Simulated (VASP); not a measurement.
## Sc: single point with PBE

Sc:

```
Sc
1.0
     3.29590    0.00000    0.00000
    -1.64795    2.85433    0.00000
     0.00000    0.00000   10.51980
Sc
4
Direct
  0.00000 0.00000 0.00000
  0.00000 0.00000 0.50000
  0.33333 0.66667 0.25000
  0.66667 0.33333 0.75000
```

| Item | Value |
| --- | --- |
| Program | VASP 6.6.1 |
| Task | single point |
| Functional | PBE |
| Potentials or basis | VASP PAW PBE potentials, release 64 (Sc_sv) |
| Cutoff | 520 eV |
| k mesh | 15 × 15 × 4 |
| Occupations | fermi-dirac, width 0.1 eV |
| Spin | no spin polarisation |
| Dipole correction | no |
| Further INCAR settings | ALGO = Normal; EDIFF = 1e-06; NBANDS = 30 |

The pressure is 0.0 GPa. The band gap on the k mesh is zero (bands 22 and 23 overlap by 1.17 eV).

Levels at points of the mesh, in eV from the Fermi level:
| k point | band 20 | band 21 | band 22 | band 23 | band 24 | band 25 |
| --- | --- | --- | --- | --- | --- | --- |
| (0.00, 0.00, 0.00) | -1.69 | 0.40 | 0.82 | 0.87 | 1.46 | 1.46 |
| (0.00, 0.00, 0.50) | -2.33 | 0.43 | 0.43 | 1.43 | 1.43 | 1.56 |

Run time: 2.7 min on 1 thread of AMD EPYC 9R45 96-Core Processor (Zen 5), with other jobs on the host, peak memory 0.31 GiB.
